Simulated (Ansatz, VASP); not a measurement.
## Two plane-wave programs on Nb

Contents of POSCAR:

```
Nb
1.0
    2.6875991705      0.0000000000      0.0000000000
    0.0000000000      2.6875991705      0.0000000000
    0.0000000000      0.0000000000      2.6875991705
Nb
1
Direct
    0.0000000000      0.0000000000      0.0000000000
```

The input INCAR.step1:

```
SYSTEM = Nb
  ALGO = Normal
  EDIFF = 1E-4
  ENCUT = 600
  GGA = PE
  ISMEAR = -1
  ISPIN = 2
  LASPH = .True.
  LCHARG = .False.
  LMAXMIX = 4
  LREAL = .False.
  LWAVE = .True.
  MAGMOM = 1
  NELM = 150
  PREC = Accurate
  SIGMA = 0.05
```

Contents of INCAR.step2:

```
SYSTEM = Nb
  ALGO = Normal
  EDIFF = 1E-6
  EDIFFG = -0.01
  ENCUT = 600
  IBRION = 2
  ISIF = 3
  ISMEAR = -1
  ISPIN = 2
  ISTART = 1
  LASPH = .True.
  LCHARG = .False.
  LMAXMIX = 4
  LMIXTAU = .True.
  LORBIT = 11
  LREAL = .False.
  LWAVE = .False.
  MAGMOM = 1
  METAGGA = R2SCAN
  NELM = 150
  NSW = 80
  PREC = Accurate
  SIGMA = 0.05
```

Contents of KPOINTS:

```
k-points
0
Gamma
  12 12 12
  0 0 0
```

Input for Ansatz:

```yaml
crystal:
  lattice:
    - [2.6875991705, 0.0, 0.0]
    - [0.0, 2.6875991705, 0.0]
    - [0.0, 0.0, 2.6875991705]
  atoms:
    - { symbol: Nb, position: [0.0, 0.0, 0.0], spin: 1.0 }
hamiltonian:
  xc: r2scan
  pseudopotentials:
    kind: paw
    azcp:
      Nb: "pseudopotentials/Nb.paw.azcp"
basis:
  ecutwfc: 500
  fft_grid_basis: typed
kpoints:
  mp_grid: { grid: [12, 12, 12], shift: [0, 0, 0] }
magnetization:
  spin_polarized: true
scf:
  occupations: { method: fermi_dirac, width: 0.05 }
relax:
  max_steps: 60
  f_tol: 0.01
  cell: {}
```

Alike in both runs: task relaxation of cell and atoms; functional r2SCAN; k mesh 12 × 12 × 12; occupations fermi-dirac, width 0.05 eV; collinear spin.

|  | VASP | Ansatz |
| --- | --- | --- |
| version | VASP 6.6.1 | Ansatz 0.2.0 |
| potentials or method | VASP PAW PBE potentials, release 64 (Nb_sv), cutoff 600 eV | plane waves (500 eV) with PAW, scalar-relativistic |
| valence electrons in the cell | 13 | 13 |

```csv
,VASP,Ansatz,Ansatz less VASP
net moment per atom (μB),0.00,0.00,0.000
relaxed volume (Å³/atom),19.87,19.87,+0.001
relaxed cell length with the largest relative difference (Å),2.708,2.708,0.0000
```

VASP's potentials were made for PBE, not for r2SCAN. Ansatz's warnings: seeded moment not kept.
